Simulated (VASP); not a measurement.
Here is a VASP 6.6.1 calculation.

File INCAR:

```
SYSTEM = Sn
ALGO = Normal
EDIFF = 1E-7
EDIFFG = -0.01
ENCUT = 500
GGA = PE
GGA_COMPAT = .FALSE.
IBRION = 2
ISIF = 3
ISMEAR = -1
LASPH = .TRUE.
LCHARG = .FALSE.
LREAL = .FALSE.
LWAVE = .FALSE.
NELM = 120
NELMIN = 4
NSW = 50
PREC = Accurate
SIGMA = 0.1
```

The input KPOINTS:

```
k-points
0
G
  12 12 12
  0 0 0
```

POSCAR

```
Sn
1.0
   -2.9196440700      2.9196440700      1.5938000000
    2.9196440700     -2.9196440700      1.5938000000
    2.9196440700      2.9196440700     -1.5938000000
Sn
2
Direct
    0.0000000000      0.0000000000      0.0000000000
    0.7500000000      0.2500000000      0.5000000000
```

Potentials or basis: VASP PAW PBE potentials, release 64 (Sn_d).

Launch:

```console
$ cat potpaw_PBE.64/Sn_d/POTCAR > POTCAR
$ mpirun -np 1 vasp_std > vasp.out
```

**Question.** Estimate the band gap on the k mesh.

**Answer.** Zero (bands 14 and 15 overlap by 3.93 eV).

**Question.** Estimate the space group after relaxing (to 0.1 Å).

**Answer.** I4_1/amd (No. 141).

**Question.** What does it give for the relaxed cell?

**Answer.** a = 4.495 Å, b = 4.495 Å, c = 4.495 Å, α = 97.40°, β = 97.40°, γ = 137.95°.

**Question.** Estimate the relaxed volume.

**Answer.** 28.40 Å³/atom.

Step by step:
```csv
step,energy change (eV),largest force (eV/Å),pressure (GPa),volume (Å³)
1,0.0000,0.0000,2.31,54.34
2,-0.0163,0.0000,-0.54,57.49
3,-0.0174,0.0000,0.00,56.82
4,-0.0174,0.0000,-0.05,56.87
5,-0.0175,0.0000,0.01,56.80
```

Caveat: spin-orbit coupling is left out, which moves the levels of the heavy elements. Zero-point motion and thermal expansion aren't in these numbers.
